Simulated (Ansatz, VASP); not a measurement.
## Two plane-wave programs on BaO

INCAR

```
  ALGO = Normal
  EDIFF = 1E-7
  EDIFFG = -0.002
  ENCUT = 600
  GGA = PE
  GGA_COMPAT = F
  IBRION = 2
  ISIF = 3
  ISMEAR = 0
  LASPH = T
  LCHARG = F
  LREAL = F
  LWAVE = F
  NELM = 120
  NELMIN = 4
  NSW = 100
  PREC = Accurate
  SIGMA = 0.02
```

Contents of KPOINTS:

```
k-points
0
Gamma
  8 8 8
```

POSCAR

```
BaO
1.0
    0.0000000000      2.7903917100      2.7903917100
    2.7903917100      0.0000000000      2.7903917100
    2.7903917100      2.7903917100      0.0000000000
Ba O
1 1
Direct
    0.0000000000      0.0000000000      0.0000000000
    0.5000000000      0.5000000000      0.5000000000
```

Input for Ansatz:

```yaml
crystal:
  lattice:
    - [0.0, 2.79039171, 2.79039171]
    - [2.79039171, 0.0, 2.79039171]
    - [2.79039171, 2.79039171, 0.0]
  atoms:
    - { symbol: Ba, position: [0.0, 0.0, 0.0] }
    - { symbol: O, position: [0.5, 0.5, 0.5] }
basis:
  ecutwfc: 420
kpoints:
  mp_grid: { grid: [8, 8, 8] }
hamiltonian:
  xc: pbe
  pseudopotentials: { kind: paw }
scf:
  occupations: { method: gaussian, width: 0.02 }
output:
  forces: true
  stress: true
  eigenvalues: true
  write_density: true
  write_potential: true
  elf: true
  volumetric_format: npy
relax:
  adjacent_minimum: "off"
  f_tol: 0.002
  max_steps: 80
  cell: { stress_tol: 0.02 }
```

Alike in both runs: task relaxation of cell and atoms; functional PBE; k mesh 8 × 8 × 8; occupations gaussian, width 0.02 eV; no spin polarisation.

|  | VASP | Ansatz |
| --- | --- | --- |
| version | VASP 6.6.1 | Ansatz 0.2.0 |
| potentials or method | VASP PAW PBE potentials, release 64 (Ba_sv, O), cutoff 600 eV | scalar-relativistic, plane waves, PAW |
| valence electrons in the cell | 16 | 16 |

VASP gave:

- gap on the k mesh at the Fermi level, each at its own relaxed structure (eV): 2.10
- relaxed volume (Å³/atom): 22.10
- relaxed cell length with the largest relative difference (Å): 3.969

What did Ansatz give for the same quantities?

gap on the k mesh at the Fermi level, each at its own relaxed structure (eV): 2.10; relaxed volume (Å³/atom): 21.65; relaxed cell length with the largest relative difference (Å): 3.941.

Neither program's run includes spin-orbit coupling.
